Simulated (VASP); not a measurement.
Input of a VASP 6.6.1 run:

The input INCAR:

```
SYSTEM = TaH
ALGO = Normal ; EDIFF = 1E-7
ENCUT = 520 ; GGA = PE
ISIF = 2 ; ISMEAR = 0
LASPH = .TRUE. ; LCHARG = .FALSE.
LREAL = .FALSE. ; LWAVE = .FALSE.
NBANDS = 34 ; NELM = 80
PREC = Accurate ; SIGMA = 0.2
```

The input KPOINTS:

```
k-points
0
G
  6 4 4
  0 0 0
```

Contents of POSCAR:

```
TaH
1.0
    0.0000000000      3.4083408274      0.0000000000
    0.0000000000      0.0000000000      4.9234213932
    4.9239532562      0.0000000000      0.0000000000
Ta H
4 4
Direct
    0.2500000000      0.4958355045      0.7440719650
    0.7500000000      0.5041644955      0.2559280350
    0.7500000000      0.9958355045      0.7559280350
    0.2500000000      0.0041644955      0.2440719650
    0.2500000000      0.8701864756      0.6163863651
    0.7500000000      0.1298135244      0.3836136349
    0.7500000000      0.3701864756      0.8836136349
    0.2500000000      0.6298135244      0.1163863651
```

Potentials or basis: VASP PAW PBE potentials, release 64 (Ta_pv, H).

The run is started by

```sh
$ cat potpaw_PBE.64/Ta_pv/POTCAR potpaw_PBE.64/H/POTCAR > POTCAR
$ mpirun -np 1 vasp_std > vasp.out
```

(1) What does it give for the largest force?

(2) Predict the band gap on the k mesh.

(3) Estimate the pressure.

Answers

(1) 0.021 eV/Å.

(2) zero (bands 24 and 25 overlap by 0.60 eV).

(3) 0.2 GPa.

Caveat: spin-orbit coupling is left out, which moves the levels of the heavy elements.
